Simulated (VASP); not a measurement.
Runs of VASP 6.6.1 on BN. The structure is that of space group P-6m2 (No. 187), or close to it. The cells are those of the table. 

| cell | gap on the mesh (eV) | pressure (GPa) |
| --- | --- | --- |
| a = 2.585, b = 2.585, c = 6.489 Å, angles 90.0, 90.0, 120.0°, 4 atoms | 4.07 | (b) |
| a = 2.435, b = 2.435, c = 6.891 Å, angles 90.0, 90.0, 120.0°, 4 atoms | 4.46 | 22.5 |
| a = 2.585, b = 2.585, c = 6.891 Å, angles 90.0, 90.0, 120.0°, 4 atoms | 4.13 | -19.0 |
| a = 2.435, b = 2.435, c = 6.790 Å, angles 90.0, 90.0, 120.0°, 4 atoms | 4.44 | 22.9 |
| a = 2.585, b = 2.585, c = 6.590 Å, angles 90.0, 90.0, 120.0°, 4 atoms | (c) | (a) |

Alike in all rows: task single point; level PBEsol; potentials or basis VASP PAW PBE potentials, release 64 (B, N); no spin polarisation; k mesh 12 × 12 × 4; cutoff (eV) 520; smearing gaussian 0.05 eV.

Question: Estimate the missing entries.

Answer: (a) -19.6; (b) -19.8; (c) 4.08.

Caveats: the PAW data sets were made with another functional, which shifts forces and pressure a little; this functional lacks dispersion, which binds the layers, so the pressure and a relaxed spacing across them are unreliable.

A k mesh can miss the band edges.
